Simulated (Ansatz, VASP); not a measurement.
One calculation of Sr, two programs

The input INCAR:

```
ALGO = Normal ; EDIFF = 1E-7
ENCUT = 520 ; ISIF = 2
ISMEAR = -1 ; LASPH = T
LCHARG = T ; LELF = T
LREAL = F ; LVHAR = T
LWAVE = F ; NBANDS = 11
NELM = 80 ; PREC = Accurate
SIGMA = 0.05
```

File KPOINTS:

```
k-points
0
Gamma
  13 13 13
```

File POSCAR:

```
Sr
1.0
    0.0000000000      2.2194746908      2.2194746908
    2.2194746908      0.0000000000      2.2194746908
    2.2194746908      2.2194746908      0.0000000000
Sr
1
Direct
    0.0000000000      0.0000000000      0.0000000000
```

Input for Ansatz:

```yaml
crystal:
  lattice:
    - [0.0, 2.2194746908, 2.2194746908]
    - [2.2194746908, 0.0, 2.2194746908]
    - [2.2194746908, 2.2194746908, 0.0]
  atoms:
    - { symbol: Sr, position: [0.0, 0.0, 0.0] }
kpoints:
  mp_grid: { grid: [13, 13, 13] }
scf:
  occupations: { method: fermi_dirac, width: 0.05 }
hamiltonian:
  xc: lda
  pseudopotentials: { kind: paw }
output:
  forces: true
  stress: true
  eigenvalues: true
  populations: true
```

Change from the starting cell: volume scaled by 0.45, PAW files.

Alike in both runs: task single point; functional LDA; k mesh 13 × 13 × 13; occupations fermi-dirac, width 0.05 eV; no spin polarisation.

|  | VASP | Ansatz |
| --- | --- | --- |
| version | VASP 6.6.1 | Ansatz 0.2.0 |
| potentials or method | VASP PAW LDA potentials, release 64 (Sr_sv) | PAW with Ansatz's default frozen-core files, scalar-relativistic |
| plane-wave cutoff (eV) | 520 | 420 |
| valence electrons in the cell | 10 | 10 |

```csv
,VASP,Ansatz,Ansatz less VASP
pressure (GPa),32.6,32.1,-0.55
```

LDA's correlation is that of Perdew and Zunger in VASP and of Perdew and Wang (1992) in Ansatz. Both programs put the cell under a high pressure, so it lies far from rest at this level.
